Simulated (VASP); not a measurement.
# TiB2: single point with RPBE+D4

TiB2:

```xyz
3
Lattice="2.9973 0.0000 0.0000 -1.4986 2.5957 0.0000 0.0000 0.0000 3.1378" Properties=species:S:1:pos:R:3 pbc="T T T"
Ti    0.0000    0.0000    0.0000
B     1.4986    0.8652    1.5689
B     0.0000    1.7305    1.5689
```

```json
{
  "Program": "VASP 6.6.1",
  "Task": "single point",
  "Functional": "RPBE",
  "Dispersion": "D4",
  "Potentials or basis": "VASP PAW PBE potentials, release 64 (Ti_sv, B)",
  "Cutoff": "520 eV",
  "k mesh": "10 × 10 × 8",
  "Occupations": "fermi-dirac, width 0.05 eV",
  "Spin": "no spin polarisation",
  "Dipole correction": "no",
  "Further INCAR settings": "ALGO = Normal; EDIFF = 1e-06; NBANDS = 16"
}
```

```yaml
Pressure: 0.2 GPa
Band_gap_on_the_k_mesh: zero (bands 9 and 10 overlap by 0.88 eV)
Dispersion_energy_per_atom: -0.772 eV
```

Levels at points of the mesh, in eV from the Fermi level:
```tsv
k point	band 5	band 6	band 7	band 8	band 9	band 10	band 11	band 12	band 13	band 14
(0.00, 0.00, 0.00)	-13.76	-2.76	-2.76	-2.12	-2.07	2.13	2.13	4.10	4.10	5.92
(0.50, 0.00, 0.00)	-9.58	-9.34	-3.31	-3.17	-2.34	1.55	2.96	3.50	3.69	7.94
(0.00, 0.00, 0.50)	-11.61	-7.76	-0.53	-0.53	-0.23	-0.23	0.54	0.54	2.08	6.64
(0.50, 0.00, 0.50)	-9.95	-7.57	-4.82	-3.95	-3.14	2.88	3.18	5.01	5.06	5.63
```

Wall time 16 s on 1 thread of AMD EPYC 9R45 96-Core Processor (Zen 5), on a shared host, peak memory 0.12 GiB.

Caveat: the PAW data sets were made with another functional, which shifts forces and pressure a little.
